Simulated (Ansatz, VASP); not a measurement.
## One calculation of Pt, two programs

```
Pt
1.0
     0.00000    1.95790    1.95790
     1.95790    0.00000    1.95790
     1.95790    1.95790    0.00000
Pt
1
Direct
  0.00000 0.00000 0.00000
```

Alike in both runs: task relaxation of cell and atoms; functional PBE; k mesh 8 × 8 × 8; occupations gaussian, width 0.1 eV; no spin polarisation.

|  | VASP | Ansatz |
| --- | --- | --- |
| version | VASP 6.6.1 | Ansatz 0.2.0 |
| potentials or method | VASP PAW PBE potentials, release 64 (Pt), cutoff 500 eV | scalar-relativistic, plane waves, PAW |
| valence electrons in the cell | 10 | 18 |

|  | VASP | Ansatz | Ansatz less VASP |
| --- | --- | --- | --- |
| gap on the k mesh at the Fermi level, each at its own relaxed structure (eV) | none | none | - |
| relaxed volume (Å³/atom) | 15.59 | 15.61 | +0.019 |
| relaxed cell length with the largest relative difference (Å) | 2.804 | 2.805 | +0.0011 |

A gap of «none» marks a metal or a gap that the smearing closes. VASP's potentials hold 10 valence electrons a cell and Ansatz's 18, so a difference there can come from the potentials and not from the codes.

Neither program's run includes spin-orbit coupling.
